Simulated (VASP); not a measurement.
Input of a VASP 6.6.1 run:

INCAR

```
ALGO = Normal
EDIFF = 1E-7
ENCUT = 520
GGA = PE
ISIF = 2
ISMEAR = -1
LASPH = T
LCHARG = F
LREAL = F
LWAVE = F
NBANDS = 11
NELM = 100
PREC = Accurate
SIGMA = 0.05
```

Contents of KPOINTS:

```
k-points
0
Gamma
  13 13 13
```

Contents of POSCAR:

```
BN
1.0
    0.0000000000      3.4953158300      2.1660912400
    1.2516321000      0.0000000000      2.1660912400
    1.2516321000      3.4953158300      0.0000000000
N B
1 1
Direct
    0.6666513400      0.6666513400      0.3333486600
    0.0000486500      0.0000486500      0.9999513500
```

Potentials or basis: VASP PAW PBE potentials, release 64 (N, B).

Launch:

```sh
$ cat potpaw_PBE.64/N/POTCAR potpaw_PBE.64/B/POTCAR > POTCAR
$ mpirun -np 1 vasp_std > vasp.out
```

What does it give for the largest force?

0.010 eV/Å.

Estimate the band gap on the k mesh.

3.90 eV, indirect (least direct gap 4.65 eV).

Estimate the pressure.

3.3 GPa.

Stress tensor (GPa, compression positive):
```
4.12 0.00 0.00
0.00 1.60 0.00
0.00 0.00 4.16
```

A k mesh can miss the band edges. A hybrid or GW would open this gap; PBE tends to underestimate it.
